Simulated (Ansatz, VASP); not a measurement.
## One calculation of NaI, two programs

Contents of POSCAR:

```
NaI
1.0
    0.0000000000      3.2333908011      3.2333908011
    3.2333908011      0.0000000000      3.2333908011
    3.2333908011      3.2333908011      0.0000000000
Na I
1 1
Direct
    0.0000000000      0.0000000000      0.0000000000
    0.5000000000      0.5000000000      0.5000000000
```

Contents of INCAR.step1:

```
PREC     = Accurate       # precision mode
ENCUT    = 520            # plane-wave cutoff, eV
ISMEAR   = 0              # smearing method
SIGMA    = 0.02           # smearing width, eV
LREAL    = F              # projectors in reciprocal space
LASPH    = T              # aspherical terms in the spheres
NELM     = 60             # most SCF steps
NBANDS   = 14             # bands
GGA      = PE             # functional
ALGO     = Normal         # electronic algorithm
EDIFF    = 1E-4           # SCF threshold, eV
LWAVE    = T              # write WAVECAR
LCHARG   = F              # write CHGCAR
```

INCAR.step2

```
PREC     = Accurate       # precision mode
ENCUT    = 520            # plane-wave cutoff, eV
EDIFF    = 1E-6           # SCF threshold, eV
ISMEAR   = 0              # smearing method
SIGMA    = 0.02           # smearing width, eV
LREAL    = F              # projectors in reciprocal space
LASPH    = T              # aspherical terms in the spheres
NELM     = 60             # most SCF steps
ALGO     = Normal         # electronic algorithm
ISIF     = 2              # what is computed and relaxed
LWAVE    = F              # write WAVECAR
LCHARG   = F              # write CHGCAR
METAGGA  = R2SCAN         # meta-GGA
LMIXTAU  = T            
NBANDS   = 14             # bands
ISTART   = 1
```

The input KPOINTS:

```
Automatic mesh
0
Gamma
  6 6 6
```

Input for Ansatz:

```yaml
crystal:
  lattice:
    - [0.0, 3.2333908011, 3.2333908011]
    - [3.2333908011, 0.0, 3.2333908011]
    - [3.2333908011, 3.2333908011, 0.0]
  atoms:
    - { symbol: Na, position: [0.0, 0.0, 0.0] }
    - { symbol: I, position: [0.5, 0.5, 0.5] }
basis:
  ecutwfc: 500
kpoints:
  mp_grid: { grid: [6, 6, 6] }
  band_path:
    path:
      - [[0.0, 0.0, 0.0], [0.5, 0.0, 0.5], [0.625, 0.25, 0.625]]
      - [[0.375, 0.375, 0.75], [0.0, 0.0, 0.0], [0.5, 0.5, 0.5], [0.5, 0.25, 0.75], [0.5, 0.0, 0.5]]
    npoints: 14
hamiltonian:
  xc: r2scan
scf:
  occupations: { method: gaussian, width: 0.02 }
  n_extra_bands: 6
output:
  forces: true
  stress: true
  eigenvalues: true
  populations: true
  dos: { projected: true, de: 0.02, nscf_kmesh: { grid: [9, 9, 9] } }
  bader: true
  write_density: true
  write_potential: true
  elf: true
  volumetric_format: npy
```

Alike in both runs: task single point; functional r2SCAN; k mesh 6 × 6 × 6; occupations gaussian, width 0.02 eV; no spin polarisation.

```csv
,VASP,Ansatz
version,VASP 6.6.1,Ansatz 0.2.0
potentials or method,"VASP PAW PBE potentials, release 64 (Na_pv, I), cutoff 520 eV","scalar-relativistic, plane waves, PAW"
valence electrons in the cell,14,26
```

```csv
,VASP,Ansatz,Ansatz less VASP
gap on the k mesh at the Fermi level (eV),4.45,4.44,-0.009
least direct gap on the mesh (eV),4.45,4.44,-0.009
pressure (GPa),-0.1,0.0,+0.09
```

VASP's potentials were made for PBE, not for r2SCAN. VASP's potentials hold 14 valence electrons a cell and Ansatz's 26, so a difference there can come from the potentials and not from the codes.

Spin-orbit coupling is off throughout.
